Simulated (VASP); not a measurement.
Set up this calculation in VASP 6.6.1, as the native input.

```
Task                   : single point
Functional             : PBE
Potentials or basis    : VASP PAW PBE potentials, release 64 (Sr_sv, Te)
Cutoff                 : 500 eV
k mesh                 : 6 × 6 × 6
Occupations            : fermi-dirac, width 0.02 eV
Spin                   : no spin polarisation
Dipole correction      : no
Further INCAR settings : ALGO = Normal; EDIFF = 1e-06; NBANDS = 15
```

The structure of SrTe lies in POSCAR:

```
SrTe
1.0
    0.0000000000      3.2857030422      3.2857030422
    3.2857030422      0.0000000000      3.2857030422
    3.2857030422      3.2857030422      0.0000000000
Sr Te
1 1
Direct
    0.0000000000      0.0000000000      0.0000000000
    0.5000000000      0.5000000000      0.5000000000
```

This cell differs from its parent crystal: strain -2.0%.

These files were run (other wordings do the same):

INCAR

```
SYSTEM = SrTe
  PREC = Accurate
  ENCUT = 500
  EDIFF = 1E-6
  ISMEAR = -1
  SIGMA = 0.02
  LREAL = .False.
  LASPH = .True.
  NELM = 120
  ALGO = Normal
  ISIF = 2
  LWAVE = .False.
  LCHARG = .True.
  GGA = PE
  LELF = .True.
  LVHAR = .True.
  NBANDS = 15
  GGA_COMPAT = .False.
```

KPOINTS

```
regular mesh
0
Gamma
  6 6 6
  0 0 0
```

Potentials or basis: VASP PAW PBE potentials, release 64 (Sr_sv, Te).

Command:

```bash
$ cat potpaw_PBE.64/Sr_sv/POTCAR potpaw_PBE.64/Te/POTCAR > POTCAR
$ mpirun -np 1 vasp_std > vasp.out
```

It gave:

```
Pressure               : 2.6 GPa
Band gap on the k mesh : 1.58 eV, indirect (least direct gap 2.35 eV)
```

Caveat: the cell differs from its parent crystal (strain -2.0%); spin-orbit coupling is left out, which moves the levels of the heavy elements.

Run time: 38 s on 1 thread of AMD EPYC 7R13 (shared host), peak memory 0.18 GiB.
